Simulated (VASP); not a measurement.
# CdSi11O24 (a cell with a defect) in VASP: single point with PBEsol

Aim: the single point of CdSi11O24 (a cell with a defect) with PBEsol.

Program: VASP 6.6.1. These are calculated values, not measurements. Logs are shortened: lines on timing, memory, paths and dates and some standing lists are left out, and cuts for length are marked.

## Step 1: The cell of the first run

The cell holds a defect, 72 atoms: a = 8.389 Å, b = 8.389 Å, c = 8.036 Å, α = 90.00°, β = 90.00°, γ = 90.00°.

## Step 2: Single point, PBEsol, collinear spin

INCAR reads:

```
SYSTEM = CdSi11O24
ALGO = Normal ; EDIFF = 1E-6
ENCUT = 520 ; GGA = PS
GGA_COMPAT = .False. ; ISIF = 2
ISMEAR = -1 ; ISPIN = 2
ISYM = -1 ; LASPH = .True.
LCHARG = .False. ; LORBIT = 11
LREAL = Auto ; LWAVE = .False.
MAGMOM = 0.286 0.286 0 0 0 0 0 0 0 0 0 0 0 0 0 0 0 0 0 0 0 0 0 0 0.286 0 0 0 0 0 0 0 0 0 0.286 0 0 0.286 0 0 0 0 0 0 0 0.286 0 0 0 0 0 0.286 0 0.286 0.286 0.286 0 0 0 0 0 0 0 0.286 0.286 0 0.286 0 0.286 0 0 0 ; NBANDS = 246
NELM = 200 ; PREC = Accurate
SIGMA = 0.05
```

KPOINTS reads:

```
explicit points
1
Reciprocal
  0.25000000   0.25000000   0.25000000 1
```

POSCAR reads:

```
CdSi11O24
1.0
    8.3886930000      0.0000000000      0.0000000000
    0.0000000000      8.3886930000      0.0000000000
    0.0000000000      0.0000000000      8.0356430000
Cd Si O
2 22 48
Direct
    0.9992010000      0.9992670000      0.0005510000
    0.5006020000      0.5006840000      0.3337590000
    0.9997540000      0.9997940000      0.3382170000
    0.0006350000      0.0007330000      0.6628690000
    0.0003150000      0.5003870000      0.0001930000
    0.9995340000      0.4996580000      0.3341770000
    0.9999680000      0.4999210000      0.6671580000
    0.5003530000      0.0003220000      0.0001920000
    0.4995890000      0.9995880000      0.3341540000
    0.4998320000      0.0000480000      0.6671430000
    0.5000680000      0.5002120000      0.9960830000
    0.4990870000      0.4991560000      0.6714630000
    0.2498840000      0.2499640000      0.1672180000
    0.2446720000      0.2447520000      0.5011420000
    0.2551040000      0.2551500000      0.8331810000
    0.2499470000      0.7500040000      0.1671610000
    0.2485080000      0.7515490000      0.5017520000
    0.2513520000      0.7484940000      0.8325430000
    0.7498780000      0.2499400000      0.1671700000
    0.7514570000      0.2485490000      0.5017670000
    0.7483730000      0.2514320000      0.8325480000
    0.7499520000      0.7500050000      0.1671930000
    0.7555930000      0.7556640000      0.5019880000
    0.7442320000      0.7442770000      0.8322580000
    0.1681480000      0.1682300000      0.9981010000
    0.1473950000      0.1475780000      0.3335890000
    0.1536030000      0.1537280000      0.6677990000
    0.1458960000      0.6592820000      0.9971660000
    0.1586800000      0.6460520000      0.3362120000
    0.1511850000      0.6515630000      0.6670820000
    0.6591950000      0.1459160000      0.9971680000
    0.6459370000      0.1587340000      0.3362160000
    0.6514810000      0.1512390000      0.6670650000
    0.6477900000      0.6478710000      0.9996950000
    0.6685470000      0.6687090000      0.3365630000
    0.6529550000      0.6530210000      0.6650710000
    0.3522540000      0.3524390000      0.0007810000
    0.3316300000      0.3316320000      0.3363040000
    0.3461460000      0.3462990000      0.6665770000
    0.3411950000      0.8539150000      0.9980910000
    0.3540320000      0.8406530000      0.3371810000
    0.3487090000      0.8483660000      0.6672500000
    0.8538520000      0.3412520000      0.9981150000
    0.8405950000      0.3540640000      0.3371730000
    0.8482820000      0.3487770000      0.6672470000
    0.8312530000      0.8314030000      0.9976750000
    0.8521230000      0.8521620000      0.3346190000
    0.8468790000      0.8469230000      0.6692450000
    0.0960110000      0.4038540000      0.1671830000
    0.0936640000      0.4004350000      0.5016960000
    0.0994190000      0.4062080000      0.8326420000
    0.1053920000      0.8912240000      0.1948300000
    0.0975140000      0.9022260000      0.5012620000
    0.1085080000      0.8967770000      0.8056720000
    0.6087190000      0.3947000000      0.1394740000
    0.6029780000      0.3912980000      0.5286580000
    0.5976470000      0.4024220000      0.8331090000
    0.5963920000      0.9035360000      0.1671680000
    0.5998190000      0.9064400000      0.5019610000
    0.5935650000      0.9001260000      0.8323590000
    0.4037960000      0.0960190000      0.1671620000
    0.4003570000      0.0936910000      0.5017160000
    0.4061880000      0.0995260000      0.8326250000
    0.3945860000      0.6088190000      0.1395020000
    0.3912070000      0.6030290000      0.5286410000
    0.4023700000      0.5977580000      0.8331060000
    0.8911580000      0.1053760000      0.1948230000
    0.9021110000      0.0975410000      0.5012370000
    0.8967070000      0.1085960000      0.8056700000
    0.9034410000      0.5965150000      0.1671600000
    0.9063180000      0.5998910000      0.5019590000
    0.9000500000      0.5936490000      0.8323870000
```

Potentials or basis: VASP PAW PBE potentials, release 64 (Cd, Si, O).

Launch:

```
cat potpaw_PBE.64/Cd/POTCAR potpaw_PBE.64/Si/POTCAR potpaw_PBE.64/O/POTCAR > POTCAR
mpirun -np 1 vasp_std > vasp.out
```

OUTCAR:

```text
SYSTEM = CdSi11O24
   EDIFF = 1E-6
   ENCUT = 520
   GGA = PS
   ISIF = 2
   ISMEAR = -1
   ISPIN = 2
   ISYM = -1
   LASPH = .True.
   LORBIT = 11
   LREAL = Auto
   NELM = 200
   PREC = Accurate

 ion  position               nearest neighbor table
   1  0.999  0.999  0.001-  46 1.99  25 2.00  54 2.01  69 2.01  67 2.01  52 2.01   3 2.71   4 2.71
                            22 3.25  19 3.25  16 3.25  13 3.26  18 3.27  21 3.27  24 3.31  15 3.32
   2  0.501  0.501  0.334-  35 1.99  38 2.01  65 2.01  56 2.01  55 2.01  64 2.01  11 2.71  12 2.71
                            22 3.25  16 3.25  19 3.25  13 3.26  17 3.27  20 3.27  23 3.31  14 3.32
   3  1.000  1.000  0.338-  67 1.72  52 1.72  53 1.75  68 1.75  47 1.75  26 1.75   4 2.61   1 2.71

   4  0.001  0.001  0.663-  69 1.70  54 1.70  68 1.74  53 1.74  27 1.82  48 1.83   3 2.61   1 2.71

   5  0.000  0.500  0.000-  49 1.76  70 1.76  51 1.77  72 1.77  28 1.81  43 1.81   7 2.68   6 2.68

   6  1.000  0.500  0.334-  49 1.76  70 1.76  50 1.77  71 1.77  44 1.81  29 1.81   7 2.68   5 2.68

   7  1.000  0.500  0.667-  50 1.76  51 1.76  71 1.76  72 1.76  45 1.80  30 1.80   6 2.68   5 2.68

   8  0.500  0.000  0.000-  61 1.76  58 1.76  63 1.77  60 1.77  31 1.81  40 1.81  10 2.68   9 2.68
[... 79 lines left out ...]
  71  0.906  0.600  0.502-   7 1.76   6 1.77  23 1.82
  72  0.900  0.594  0.832-   7 1.76   5 1.77  24 1.82

IMPORTANT INFORMATION: All symmetrisations will be switched off!
NOSYMM: (Re-)initialisation of all symmetry stuff for point group C_1.

----------------------------------------------------------------------------------------

                                     Primitive cell

  volume of cell :     565.4696

  direct lattice vectors                    reciprocal lattice vectors
     8.388693000  0.000000000  0.000000000     0.119208082  0.000000000  0.000000000
     0.000000000  8.388693000  0.000000000     0.000000000  0.119208082  0.000000000
     0.000000000  0.000000000  8.035643000     0.000000000  0.000000000  0.124445548

  length of vectors
     8.388693000  8.388693000  8.035643000     0.119208082  0.119208082  0.124445548

  position of ions in fractional coordinates (direct lattice)
     0.999201000  0.999267000  0.000551000
     0.500602000  0.500684000  0.333759000
     0.999754000  0.999794000  0.338217000
     0.000635000  0.000733000  0.662869000
     0.000315000  0.500387000  0.000193000
     0.999534000  0.499658000  0.334177000
[... 64 lines left out ...]
     0.906318000  0.599891000  0.501959000
     0.900050000  0.593649000  0.832387000

  ion indices of the primitive-cell ions
   primitive index   ion index
                 1           1
                 2           2
                 3           3
                 4           4
                 5           5
                 6           6
[... 64 lines left out ...]
                71          71
                72          72

----------------------------------------------------------------------------------------

 KPOINTS: explicit points

Read explicit list of k-points.

 Found      1 k-points:

 Following reciprocal coordinates:
            Coordinates               Weight
  0.250000  0.250000  0.250000      1.000000
   k-points           NKPTS =      1   k-points in BZ     NKDIM =      1   number of bands    NBANDS=    246
   number of dos      NEDOS =    301   number of ions     NIONS =     72
   total plane-waves  NPLWV = 245760
   dimension x,y,z NGX =    64 NGY =   64 NGZ =   60
   dimension x,y,z NGXF=   128 NGYF=  128 NGZF=  120
   ions per type =               2  22  48
   NGX,Y,Z   is equivalent  to a cutoff of  12.68, 12.68, 12.41 a.u.
   NGXF,Y,Z  is equivalent  to a cutoff of  25.37, 25.37, 24.83 a.u.
 SYSTEM =  CdSi11O24
   PREC   = accura    normal or accurate (medium, high low for compatibility)
   ISTART =      0    job   : 0-new  1-cont  2-samecut
   ICHARG =      2    charge: 1-file 2-atom 10-const
   ISPIN  =      2    spin polarized calculation?
   LNONCOLLINEAR =      F non collinear calculations
   LSORBIT =      F    spin-orbit coupling
   LASPH  =      T    aspherical Exc in radial PAW
   ENCUT  =  520.0 eV  38.22 Ry    6.18 a.u.  15.60 15.60 14.94*2*pi/ulx,y,z
   NELM   =    200;   NELMIN=  2; NELMDL= -5     # of ELM steps
   EDIFF  = 0.1E-05   stopping-criterion for ELM
   LREAL  =      T    real-space projection
   EDIFFG = 0.1E-04   stopping-criterion for IOM
   NSW    =      0    number of steps for IOM
   IBRION =     -1    ionic relax: 0-MD 1-quasi-New 2-CG
   NFREE  =      0    steps in history (QN), initial steepest desc. (CG)
   ISIF   =      2    stress and relaxation
   ISYM   =     -1    0-nonsym 1-usesym 2-fastsym
   POTIM  = 0.5000    time-step for ionic-motion
   TEBEG  =    0.0;   TEEND  =   0.0 temperature during run
   PSTRESS=    0.0 pullay stress
   NELECT =     400.0000    total number of electrons
   NUPDOWN=      -1.0000    fix difference up-down
   EMIN   =  10.00;   EMAX   =-10.00  energy-range for DOS
   EFERMI =   0.00;   METHOD = LEGACY
   ISMEAR =    -1;   SIGMA  =   0.05  broadening in eV -4-tet -1-fermi 0-gaus
   EFERMI_NEDOS =   21; number of points for ismear=-14 and -15
   IALGO  =     38    algorithm
   IMIX   =      4    mixing-type and parameters
     AMIX     =   0.40;   BMIX     =  1.00
     AMIX_MAG =   1.60;   BMIX_MAG =  1.00
  volume/ion in A,a.u.               =       7.85        53.00
  Fermi-wavevector in a.u.,A,eV,Ry     =   1.458675  2.756495 28.949545  2.127732
  Thomas-Fermi vector in A             =   2.575331
   LORBIT       =     11    0 simple, 1 ext, 2 COOP (PROOUT), +10 PAW based schemes
   GGA     = PS    functional components
   LHFCALC =     F    Hartree Fock is set to
   AEXX    =    0.0000 exact exchange contribution
   IVDW    =     0    specifies the selected vdW correction
   LEPSILON=     F    determine dielectric tensor
   LRPA    =     F    only Hartree local field effects (RPA)
 spin polarized calculation
  energy-cutoff  :      520.00
  volume of cell :      565.47
 maximum number of plane-waves:     15222
 NGX is ok and might be reduce to    64
   NGX = 31   NGY = 31   NGZ = 29

 number of electron     399.9999960 magnetization       1.5758286

 Free energy of the ion-electron system (eV)
  ---------------------------------------------------
  ext. energy  EPLUGINS =         0.00000000
  ---------------------------------------------------
  free energy    TOTEN  =      -556.03206596 eV

  energy without entropy =     -555.88444545  energy(sigma->0) =     -555.95825570

 E-fermi :   7.5289     XC(G=0): -12.5815

 val. band max:        7.4923124683   @ k =   0.2500   0.2500   0.2500
 cond. band min:       7.5552334876   @ k =   0.2500   0.2500   0.2500
 fundamental gap:      0.0629210192
 Fermi energy:         7.5288795005

 spin component 1

 k-point     1 :       0.2500    0.2500    0.2500
  band No.  band energies     occupation
      1     -14.5672      1.00000
      2     -14.0114      1.00000
      3     -13.9983      1.00000
      4     -13.7325      1.00000
      5     -13.5223      1.00000
      6     -13.3506      1.00000
[... 204 lines left out ...]
    211      15.7943      0.00000
    212      15.7984      0.00000
 Fermi energy:         7.5288795005

 spin component 2

 k-point     1 :       0.2500    0.2500    0.2500
  band No.  band energies     occupation
      1     -14.5428      1.00000
      2     -13.9912      1.00000
      3     -13.9715      1.00000
      4     -13.7020      1.00000
      5     -13.4940      1.00000
      6     -13.3295      1.00000
[... 204 lines left out ...]
    211      15.8030      0.00000
    212      15.8108      0.00000
 [bands above 212 left out]

------------------------ aborting loop because EDIFF is reached ----------------------------------------

  FORCE on cell =-STRESS in cart. coord.  units (eV):
  Direction    XX          YY          ZZ          XY          YZ          ZX
  --------------------------------------------------------------------------------------
  -------------------------------------------------------------------------------------
  Total       51.2683960     51.2851117     72.9574952     12.7347735      0.7693777      0.7785873
  in kB      145.2616848    145.3090463    206.7146526     36.0821635      2.1799221      2.2060159
  external PRESSURE =     165.7617945 kB  Pullay stress =       0.0000000 kB

 VOLUME and BASIS-vectors are now :
 -----------------------------------------------------------------------------
  energy-cutoff  :      520.00
  volume of cell :      565.47
      direct lattice vectors                 reciprocal lattice vectors
     8.388693000  0.000000000  0.000000000     0.119208082  0.000000000  0.000000000
     0.000000000  8.388693000  0.000000000     0.000000000  0.119208082  0.000000000
     0.000000000  0.000000000  8.035643000     0.000000000  0.000000000  0.124445548

 POSITION                                       TOTAL-FORCE (eV/Angst)
 -----------------------------------------------------------------------------------
      8.38199      8.38254      0.00443         0.059693      0.055827     -0.018953
      4.19940      4.20008      2.68197        -0.053944     -0.056169      0.022029
      8.38663      8.38696      2.71779         0.003882      0.003845     -0.010100
      0.00533      0.00615      5.32658         0.001987     -0.001272      0.003642
      0.00264      4.19759      0.00155        -0.020787      0.022201     -0.043352
      8.38478      4.19148      2.68533        -0.021137      0.013045      0.036668
[... 64 lines left out ...]
      7.60282      5.03230      4.03356        -0.024039      0.022110     -0.008582
      7.55024      4.97994      6.68876        -0.019322      0.016330      0.009334
 -----------------------------------------------------------------------------------
    total drift:                                0.000872      0.003447     -0.003068

  FREE ENERGIE OF THE ION-ELECTRON SYSTEM (eV)
  ---------------------------------------------------
  free  energy   TOTEN  =      -556.0320659588 eV

  energy  without entropy=     -555.8844454463  energy(sigma->0) =     -555.95825570

 total charge

# of ion       s       p       d       tot
------------------------------------------
    1        0.450   0.592   9.623  10.665
    2        0.450   0.592   9.623  10.665
    3        0.604   0.943   0.000   1.547
    4        0.598   0.921   0.000   1.520
    5        0.590   0.874   0.000   1.465
    6        0.590   0.874   0.000   1.465
[... 64 lines left out ...]
   71        1.547   3.659   0.000   5.207
   72        1.547   3.659   0.000   5.207
--------------------------------------------------
tot         88.438 196.762  19.246 304.445

 magnetization (x)

# of ion       s       p       d       tot
------------------------------------------
    1       -0.005  -0.005   0.168   0.158
    2       -0.004  -0.005   0.160   0.150
    3       -0.001   0.003   0.000   0.002
    4       -0.001  -0.001   0.000  -0.001
    5       -0.000  -0.000   0.000  -0.000
    6       -0.000  -0.000   0.000  -0.000
[... 64 lines left out ...]
   71        0.000   0.002   0.000   0.002
   72        0.000   0.002   0.000   0.002
--------------------------------------------------
tot          0.022   1.096   0.327   1.444
```

It took 12 min on 1 thread of Intel Xeon Platinum 8259CL at 2.50GHz (Skylake/Cascade Lake), shared host; peak memory 0.83 GiB.

Results:

* Free energy: -556.0321 eV
* Pressure: 16.6 GPa
* Largest force: 0.269 eV/Å
* Net moment: 1.58 μB per cell
* Site moments: Cd +0.16, +0.15; Si +0.00, -0.00 (each value once); O +0.06, +0.01, +0.00, +0.02, -0.00, +0.07, +0.08 (each value once) μB
* Valence electrons inside the program's atomic spheres: Cd 10.66; Si 1.55, 1.52, 1.47, 1.49, 1.51, 1.50 (each value once); O 5.26, 5.22, 5.20, 5.19, 5.21, 5.24 (each value once)

Forces in eV/Å, atoms in the order of the input:
```
Cd   0.060  0.056 -0.019
Cd  -0.054 -0.056  0.022
Si   0.004  0.004 -0.010
Si   0.002 -0.001  0.004
Si  -0.021  0.022 -0.043
Si  -0.021  0.013  0.037
Si   0.000 -0.001  0.004
Si   0.015 -0.013 -0.049
Si   0.010 -0.019  0.044
Si   0.003 -0.003  0.007
Si   0.000 -0.006  0.014
Si   0.005  0.007 -0.003
Si   0.002 -0.001 -0.002
Si   0.005  0.003  0.001
Si  -0.002  0.002  0.006
Si  -0.001 -0.004 -0.001
Si  -0.009 -0.014  0.045
Si   0.010  0.000 -0.040
Si   0.004  0.010 -0.001
Si  -0.012 -0.005  0.040
Si   0.006  0.009 -0.039
Si   0.001  0.005 -0.012
Si  -0.015 -0.011 -0.062
Si   0.016  0.021  0.069
O    0.141  0.137  0.033
O   -0.028 -0.035 -0.003
O   -0.035 -0.041  0.021
O   -0.032 -0.038  0.015
O   -0.023 -0.019 -0.007
O   -0.017 -0.014  0.009
O   -0.033 -0.024  0.015
O   -0.014 -0.018 -0.009
O   -0.012 -0.013  0.012
O   -0.022 -0.021  0.009
O    0.185  0.181  0.052
O   -0.027 -0.027 -0.018
O    0.039  0.030  0.007
O   -0.135 -0.135 -0.043
O    0.030  0.022 -0.020
O    0.023  0.021  0.005
O    0.029  0.037 -0.015
O    0.017  0.015 -0.013
O    0.014  0.019  0.006
O    0.033  0.027 -0.017
O    0.016  0.017 -0.012
O   -0.188 -0.190 -0.030
O    0.021  0.021 -0.005
O    0.021  0.023  0.008
O    0.027 -0.024  0.000
O    0.021 -0.026 -0.018
O    0.031 -0.023  0.023
O    0.111 -0.127  0.173
O    0.042 -0.016  0.000
O    0.136 -0.126 -0.142
O    0.135 -0.127 -0.172
O    0.135 -0.138  0.137
O    0.019 -0.047 -0.006
O    0.011 -0.009 -0.002
O    0.028 -0.033 -0.009
O    0.019 -0.024  0.010
O   -0.036  0.041  0.000
O   -0.035  0.031 -0.024
O   -0.030  0.033  0.028
O   -0.119  0.131 -0.174
O   -0.136  0.137  0.140
O   -0.048  0.019 -0.010
O   -0.137  0.121  0.173
O   -0.014  0.043  0.003
O   -0.133  0.138 -0.141
O    0.005 -0.005  0.000
O   -0.024  0.022 -0.009
O   -0.019  0.016  0.009
```

Levels at points of the mesh, in eV from the Fermi level:
Spin up:
| k point | band 198 | band 199 | band 200 | band 201 | band 202 | band 203 | band 204 | band 205 |
| --- | --- | --- | --- | --- | --- | --- | --- | --- |
| (0.25, 0.25, 0.25) | -0.31 | -0.26 | -0.17 | -0.04 | 0.09 | 6.53 | 7.47 | 7.53 |
Spin down:
| k point | band 197 | band 198 | band 199 | band 200 | band 201 | band 202 |
| --- | --- | --- | --- | --- | --- | --- |
| (0.25, 0.25, 0.25) | -0.50 | -0.16 | -0.06 | 0.03 | 0.11 | 0.27 |

Caveat: the PAW data sets were made with another functional, which shifts forces and pressure a little.
